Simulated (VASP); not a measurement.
# Co (P6_3/mmc) in VASP: further runs

Runs on Co. Level: PBE. Tasks: single point.

Everything below comes from runs of VASP 6.6.1. Logs are shortened: lines on timing, memory, paths and dates and some standing lists are left out, and cuts for length are marked.

### 1 The cell of the first run

Symmetry: P6_3/mmc, No. 194, hexagonal system. Conventional cell: a = 2.492 Å, b = 2.492 Å, c = 4.033 Å, α = 90.00°, β = 90.00°, γ = 120.00°. Within 3.3 Å of Co (site symmetry -6m2) lie 12 Co at 2.48 to 2.49 Å.

### 2 Single point, PBE, collinear spin, ferromagnetic start

INCAR

```
SYSTEM = Co
ALGO     = Normal         ! electronic algorithm
EDIFF    = 1E-7           ! SCF threshold, eV
ENCUT    = 520            ! plane-wave cutoff, eV
GGA      = PE             ! functional
ISIF     = 2              ! what is computed and relaxed
ISMEAR   = 0              ! smearing method
ISPIN    = 2              ! spin polarisation
LASPH    = .TRUE.         ! aspherical terms in the spheres
LCHARG   = .FALSE.        ! write CHGCAR
LMAXMIX  = 4              ! l up to which the mixer works
LORBIT   = 11             ! projections on sites
LREAL    = .FALSE.        ! projectors in reciprocal space
LWAVE    = .FALSE.        ! write WAVECAR
MAGMOM   = 1.95 1.95      ! initial moments
NBANDS   = 20             ! bands
NELM     = 150            ! most SCF steps
PREC     = Accurate       ! precision mode
SIGMA    = 0.1            ! smearing width, eV
```

KPOINTS

```
k-points
0
G
  18 18 10
  0 0 0
```

POSCAR

```
Co
1.0
    2.4922475405      0.0000000000      0.0000000000
   -1.2461237703      2.1583496826      0.0000000000
    0.0000000000      0.0000000000      4.0333868042
Co
2
Direct
    0.3333333333      0.6666666667      0.2500000000
    0.6666666667      0.3333333333      0.7500000000
```

Potentials or basis: VASP PAW PBE potentials, release 64 (Co).

Launch:

```
cat potpaw_PBE.64/Co/POTCAR > POTCAR
mpirun -np 1 vasp_std > vasp.out
```

OUTCAR:

```text
SYSTEM = Co
   EDIFF = 1E-7
   ENCUT = 520
   GGA = PE
   ISIF = 2
   ISMEAR = 0
   ISPIN = 2
   LASPH = .TRUE.
   LORBIT = 11
   LREAL = .FALSE.
   NELM = 150
   PREC = Accurate

 ion  position               nearest neighbor table
   1  0.333  0.667  0.250-   2 2.48   2 2.48   2 2.48   2 2.48   2 2.48   2 2.48
   2  0.667  0.333  0.750-   1 2.48   1 2.48   1 2.48   1 2.48   1 2.48   1 2.48

  LATTYP: Found a hexagonal cell.
 ALAT       =     2.4922475405
 C/A-ratio  =     1.6183732710

  Lattice vectors:

 A1 = (   2.4922475405,   0.0000000000,   0.0000000000)
 A2 = (  -1.2461237703,   2.1583496826,   0.0000000000)
 A3 = (   0.0000000000,   0.0000000000,   4.0333868042)

Analysis of symmetry for initial positions (statically):
=====================================================================
 Subroutine PRICEL returns:
 Original cell was already a primitive cell.

 Routine SETGRP: Setting up the symmetry group for a
 hexagonal supercell.

 Subroutine GETGRP returns: Found 24 space group operations
 (whereof 12 operations were pure point group operations)
 out of a pool of 24 trial point group operations.

The static configuration has the point symmetry D_3d.
 The point group associated with its full space group is D_6h.

Analysis of symmetry for dynamics (positions and initial velocities):
=====================================================================
 Subroutine PRICEL returns:
 Original cell was already a primitive cell.

 Routine SETGRP: Setting up the symmetry group for a
 hexagonal supercell.

 Subroutine GETGRP returns: Found 24 space group operations
 (whereof 12 operations were pure point group operations)
 out of a pool of 24 trial point group operations.

The dynamic configuration has the point symmetry D_3d.
 The point group associated with its full space group is D_6h.

Analysis of structural, dynamic, and magnetic symmetry:
=====================================================================
 Subroutine PRICEL returns:
 Original cell was already a primitive cell.

 Routine SETGRP: Setting up the symmetry group for a
 hexagonal supercell.

 Subroutine GETGRP returns: Found 24 space group operations
 (whereof 12 operations were pure point group operations)
 out of a pool of 24 trial point group operations.

The overall configuration has the point symmetry D_3d.
 The point group associated with its full space group is D_6h.

 Subroutine INISYM returns: Found 24 space group operations
 (whereof 12 operations are pure point group operations),
 and found     1 'primitive' translations

----------------------------------------------------------------------------------------

                                     Primitive cell

  volume of cell :      21.6962

  direct lattice vectors                    reciprocal lattice vectors
     2.492247541  0.000000000  0.000000000     0.401244252  0.231658477  0.000000000
    -1.246123770  2.158349683  0.000000000     0.000000000  0.463316954  0.000000000
     0.000000000  0.000000000  4.033386804     0.000000000  0.000000000  0.247930597

  length of vectors
     2.492247541  2.492247541  4.033386804     0.463316954  0.463316954  0.247930597

  position of ions in fractional coordinates (direct lattice)
     0.333333333  0.666666667  0.250000000
     0.666666667  0.333333333  0.750000000

  ion indices of the primitive-cell ions
   primitive index   ion index
                 1           1
                 2           2

----------------------------------------------------------------------------------------

 KPOINTS: k-points

Automatic generation of k-mesh.
 Grid dimensions read from file:
 generate k-points for:   18   18   10

 Generating k-lattice:

  Cartesian coordinates                     Fractional coordinates (reciprocal lattice)
     0.022291347  0.012869915  0.000000000     0.055555556  0.000000000  0.000000000
     0.000000000  0.025739831  0.000000000     0.000000000  0.055555556  0.000000000
     0.000000000  0.000000000  0.024793060     0.000000000  0.000000000  0.100000000

  Length of vectors
     0.025739831  0.025739831  0.024793060

  Shift w.r.t. Gamma in fractional coordinates (k-lattice)
     0.000000000  0.000000000  0.000000000

 Subroutine IBZKPT returns following result:
 ===========================================

 Found    222 irreducible k-points:

 Following reciprocal coordinates:
            Coordinates               Weight
  0.000000  0.000000  0.000000      1.000000
  0.055556  0.000000  0.000000      6.000000
  0.111111  0.000000  0.000000      6.000000
  0.166667 -0.000000  0.000000      6.000000
  0.222222 -0.000000  0.000000      6.000000
  0.277778 -0.000000  0.000000      6.000000
[... 16 lines left out ...]
  0.333333  0.111111  0.000000     12.000000
  0.388889  0.111111  0.000000     12.000000
 [... further k-points ...]
   k-points           NKPTS =    222   k-points in BZ     NKDIM =    222   number of bands    NBANDS=     20
   number of dos      NEDOS =    301   number of ions     NIONS =      2
   total plane-waves  NPLWV =  12000
   dimension x,y,z NGX =    20 NGY =   20 NGZ =   30
   dimension x,y,z NGXF=    40 NGYF=   40 NGZF=   60
   ions per type =               2
   NGX,Y,Z   is equivalent  to a cutoff of  13.34, 13.34, 12.37 a.u.
   NGXF,Y,Z  is equivalent  to a cutoff of  26.68, 26.68, 24.73 a.u.
 SYSTEM =  Co
   PREC   = accura    normal or accurate (medium, high low for compatibility)
   ISTART =      0    job   : 0-new  1-cont  2-samecut
   ICHARG =      2    charge: 1-file 2-atom 10-const
   ISPIN  =      2    spin polarized calculation?
   LNONCOLLINEAR =      F non collinear calculations
   LSORBIT =      F    spin-orbit coupling
   LASPH  =      T    aspherical Exc in radial PAW
   ENCUT  =  520.0 eV  38.22 Ry    6.18 a.u.   4.63  4.63  7.50*2*pi/ulx,y,z
   NELM   =    150;   NELMIN=  2; NELMDL= -5     # of ELM steps
   EDIFF  = 0.1E-06   stopping-criterion for ELM
   LREAL  =      F    real-space projection
   EDIFFG = 0.1E-05   stopping-criterion for IOM
   NSW    =      0    number of steps for IOM
   IBRION =     -1    ionic relax: 0-MD 1-quasi-New 2-CG
   NFREE  =      0    steps in history (QN), initial steepest desc. (CG)
   ISIF   =      2    stress and relaxation
   ISYM   =      2    0-nonsym 1-usesym 2-fastsym
   POTIM  = 0.5000    time-step for ionic-motion
   TEBEG  =    0.0;   TEEND  =   0.0 temperature during run
   PSTRESS=    0.0 pullay stress
   NELECT =      18.0000    total number of electrons
   NUPDOWN=      -1.0000    fix difference up-down
   EMIN   =  10.00;   EMAX   =-10.00  energy-range for DOS
   EFERMI =   0.00;   METHOD = LEGACY
   ISMEAR =     0;   SIGMA  =   0.10  broadening in eV -4-tet -1-fermi 0-gaus
   EFERMI_NEDOS =   21; number of points for ismear=-14 and -15
   IALGO  =     38    algorithm
   IMIX   =      4    mixing-type and parameters
     AMIX     =   0.40;   BMIX     =  1.00
     AMIX_MAG =   1.60;   BMIX_MAG =  1.00
  volume/ion in A,a.u.               =      10.85        73.21
  Fermi-wavevector in a.u.,A,eV,Ry     =   1.538289  2.906945 32.195932  2.366334
  Thomas-Fermi vector in A             =   2.644679
   LORBIT       =     11    0 simple, 1 ext, 2 COOP (PROOUT), +10 PAW based schemes
   GGA     = PE    functional components
   LHFCALC =     F    Hartree Fock is set to
   AEXX    =    0.0000 exact exchange contribution
   IVDW    =     0    specifies the selected vdW correction
   LEPSILON=     F    determine dielectric tensor
   LRPA    =     F    only Hartree local field effects (RPA)
 spin polarized calculation
 Gauss-broadening in eV      SIGMA  =   0.10
  energy-cutoff  :      520.00
  volume of cell :       21.70
 maximum number of plane-waves:       602
 NGX is ok and might be reduce to    20
   NGX =  9   NGY =  9   NGZ = 15

 number of electron      17.9999997 magnetization       3.1881013

 Free energy of the ion-electron system (eV)
  ---------------------------------------------------
  ext. energy  EPLUGINS =         0.00000000
  ---------------------------------------------------
  free energy    TOTEN  =       -14.07618741 eV

  energy without entropy =      -14.06775957  energy(sigma->0) =      -14.07197349

 E-fermi :  10.2558     XC(G=0): -13.4046

 val. band max:       10.2543354874   @ k =   0.1667   0.1667   0.2000
 cond. band min:      10.2561123885   @ k =   0.1111   0.0000   0.2000
 fundamental gap:      0.0017769011
 Fermi energy:        10.2558336995

 spin component 1

 k-point     1 :       0.0000    0.0000    0.0000
  band No.  band energies     occupation
      1       1.3538      1.00000
      2       5.1348      1.00000
      3       7.6506      1.00000
      4       7.6739      1.00000
      5       7.6739      1.00000
      6       7.9845      1.00000
[... 12 lines left out ...]
     19      36.1684      0.00000
     20      36.1684      0.00000
[... 507 lines left out ...]
 k-point    24 :       0.3889    0.1111    0.0000
  band No.  band energies     occupation
      1       5.6022      1.00000
      2       5.7716      1.00000
      3       5.8899      1.00000
      4       7.3458      1.00000
      5       7.4545      1.00000
      6       7.7421      1.00000
[... 12 lines left out ...]
     19      32.7934      0.00000
     20      35.1490      0.00000

 [... further k-points ...]

 spin component 2

 k-point     1 :       0.0000    0.0000    0.0000
  band No.  band energies     occupation
      1       1.3396      1.00000
      2       6.0633      1.00000
      3       9.2657      1.00000
      4       9.2964      1.00000
      5       9.2964      1.00000
      6       9.6605      1.00000
[... 12 lines left out ...]
     19      36.4490      0.00000
     20      36.4490      0.00000
[... 507 lines left out ...]
 k-point    24 :       0.3889    0.1111    0.0000
  band No.  band energies     occupation
      1       6.3526      1.00000
      2       6.9689      1.00000
      3       7.1143      1.00000
      4       8.1561      1.00000
      5       9.0426      1.00000
      6       9.2462      1.00000
[... 12 lines left out ...]
     19      33.1027      0.00000
     20      35.4895      0.00000

 [... further k-points ...]

------------------------ aborting loop because EDIFF is reached ----------------------------------------

  FORCE on cell =-STRESS in cart. coord.  units (eV):
  Direction    XX          YY          ZZ          XY          YZ          ZX
  --------------------------------------------------------------------------------------
  -------------------------------------------------------------------------------------
  Total       -0.0885163     -0.0885163     -0.1040123      0.0000000     -0.0000000      0.0000000
  in kB       -6.5365826     -6.5365826     -7.6809031      0.0000000     -0.0000000      0.0000000
  external PRESSURE =      -6.9180228 kB  Pullay stress =       0.0000000 kB

 VOLUME and BASIS-vectors are now :
 -----------------------------------------------------------------------------
  energy-cutoff  :      520.00
  volume of cell :       21.70
      direct lattice vectors                 reciprocal lattice vectors
     2.492247541  0.000000000  0.000000000     0.401244252  0.231658477  0.000000000
    -1.246123770  2.158349683  0.000000000     0.000000000  0.463316954  0.000000000
     0.000000000  0.000000000  4.033386804     0.000000000  0.000000000  0.247930597

 POSITION                                       TOTAL-FORCE (eV/Angst)
 -----------------------------------------------------------------------------------
     -0.00000      1.43890      1.00835         0.000000     -0.000000      0.000000
      1.24612      0.71945      3.02504        -0.000000      0.000000      0.000000
 -----------------------------------------------------------------------------------
    total drift:                               -0.000000      0.000000     -0.000000

  FREE ENERGIE OF THE ION-ELECTRON SYSTEM (eV)
  ---------------------------------------------------
  free  energy   TOTEN  =       -14.0761874074 eV

  energy  without entropy=      -14.0677595711  energy(sigma->0) =      -14.07197349

 total charge

# of ion       s       p       d       tot
------------------------------------------
    1        0.488   0.521   7.264   8.273
    2        0.488   0.521   7.264   8.273
--------------------------------------------------
tot          0.977   1.042  14.528  16.547

 magnetization (x)

# of ion       s       p       d       tot
------------------------------------------
    1       -0.015  -0.056   1.687   1.615
    2       -0.015  -0.056   1.687   1.615
--------------------------------------------------
tot         -0.031  -0.112   3.373   3.230
```

It took 5.6 min on 1 thread of Intel Xeon 8259CL, shared host; peak memory 0.25 GiB.

What came out:

* Free energy: -14.0762 eV
* Pressure: -0.7 GPa
* Net moment: 3.19 μB per cell
* Site moments: Co +1.61 μB
* Valence electrons inside the program's atomic spheres: Co 8.27

Stress tensor (GPa, compression positive):
```
-0.65  0.00  0.00
 0.00 -0.65  0.00
 0.00  0.00 -0.77
```

### 3 Single point, PBE, collinear spin, ferromagnetic start

INCAR

```
SYSTEM = Co
PREC = Accurate ; ENCUT = 520
EDIFF = 1E-7 ; ISMEAR = 0
SIGMA = 0.15 ; LREAL = .False.
LASPH = .True. ; NELM = 150
ALGO = Fast ; ISIF = 2
LWAVE = .False. ; LCHARG = .False.
ISPIN = 2 ; MAGMOM = 1.84 1.84
LORBIT = 11 ; LMAXMIX = 4
GGA = PE ; NBANDS = 20
```

KPOINTS

```
regular mesh
0
Gamma
  30 30 16
  0 0 0
```

POSCAR

```
Co
1.0
    2.4922474702      0.0000000000      0.0000000000
   -1.2461237351      2.1583496217      0.0000000000
    0.0000000000      0.0000000000      4.0333870904
Co
2
Direct
    0.3333333333      0.6666666667      0.2500000000
    0.6666666667      0.3333333333      0.7500000000
```

Potentials or basis: VASP PAW PBE potentials, release 64 (Co).

Launch:

```
cat potpaw_PBE.64/Co/POTCAR > POTCAR
mpirun -np 1 vasp_std > vasp.out
```

Wall time 8.1 min (1 thread of Oxide Virtual Turin-like, shared host); peak memory 0.51 GiB.

The run converged. Its results:

* Free energy: -14.0807 eV
* Pressure: -0.5 GPa
* Net moment: 3.20 μB per cell
* Site moments: Co +1.62 μB
* Valence electrons inside the program's atomic spheres: Co 8.27

Stress tensor (GPa, compression positive):
```
-0.44  0.00  0.00
 0.00 -0.44  0.00
 0.00  0.00 -0.71
```

Levels at points of the mesh, in eV from the Fermi level:
Spin up:
```
           k point  band 9  band 10  band 11  band 12  band 13  band 14
(0.00, 0.00, 0.00)   -1.92    -0.83    -0.83    -0.08     6.35    21.99
(0.50, 0.00, 0.00)   -0.60    -0.54     1.31     3.32     9.69    10.34
(0.00, 0.00, 0.50)   -1.14    -1.14    -1.14    -1.14    15.01    15.01
(0.50, 0.00, 0.50)   -0.60    -0.60     1.61     1.61     7.27     7.27
```
Spin down:
```csv
k point,band 3,band 4,band 5,band 6,band 7,band 8,band 9,band 10,band 11,band 12
"(0.00, 0.00, 0.00)",-0.99,-0.95,-0.95,-0.59,-0.59,-0.16,-0.16,-0.14,1.05,1.05
"(0.50, 0.00, 0.00)",-3.23,-1.84,-1.10,-1.03,-0.62,1.18,1.31,1.34,2.53,4.29
"(0.00, 0.00, 0.50)",-1.53,-1.53,-1.02,-1.02,-1.02,-1.02,0.71,0.71,0.71,0.71
"(0.50, 0.00, 0.50)",-2.37,-2.37,-0.05,-0.05,0.25,0.25,1.28,1.28,2.21,2.21
```
